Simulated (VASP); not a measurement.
A run of VASP 6.6.1 is set up as follows.

POSCAR

```
CuRu
1.0
    2.9264655828      0.0000000000      0.0000000000
    0.0000000000      2.9264655828      0.0000000000
    0.0000000000      0.0000000000      2.9264655828
Cu Ru
1 1
Direct
    0.0000000000      0.0000000000      0.0000000000
    0.5000000000      0.5000000000      0.5000000000
```

INCAR.step1

```
SYSTEM = CuRu
ALGO = Normal
EDIFF = 1E-4
ENCUT = 520
GGA = PE
ISMEAR = 0
LASPH = .True.
LCHARG = .False.
LREAL = .False.
LWAVE = .True.
NBANDS = 20
NELM = 60
PREC = Accurate
SIGMA = 0.1
```

INCAR.step2

```
SYSTEM = CuRu
ALGO = Normal
EDIFF = 1E-7
ENCUT = 520
ISIF = 2
ISMEAR = 0
ISTART = 1
LASPH = .True.
LCHARG = .False.
LMIXTAU = .True.
LREAL = .False.
LWAVE = .False.
METAGGA = R2SCAN
NBANDS = 20
NELM = 60
PREC = Accurate
SIGMA = 0.1
```

The input KPOINTS:

```
k-points
0
Gamma
  18 18 18
  0 0 0
```

Potentials or basis: VASP PAW PBE potentials, release 64 (Cu, Ru_pv).

Launch:

```sh
$ cat potpaw_PBE.64/Cu/POTCAR potpaw_PBE.64/Ru_pv/POTCAR > POTCAR
$ cp INCAR.step1 INCAR
$ mpirun -np 1 vasp_std > vasp.out
$ cp INCAR.step2 INCAR
$ mpirun -np 1 vasp_std > vasp.out
```

Task: Estimate the pressure.

Result: 0.9 GPa.

Caveat: the PAW data sets were made with another functional, which shifts forces and pressure a little.
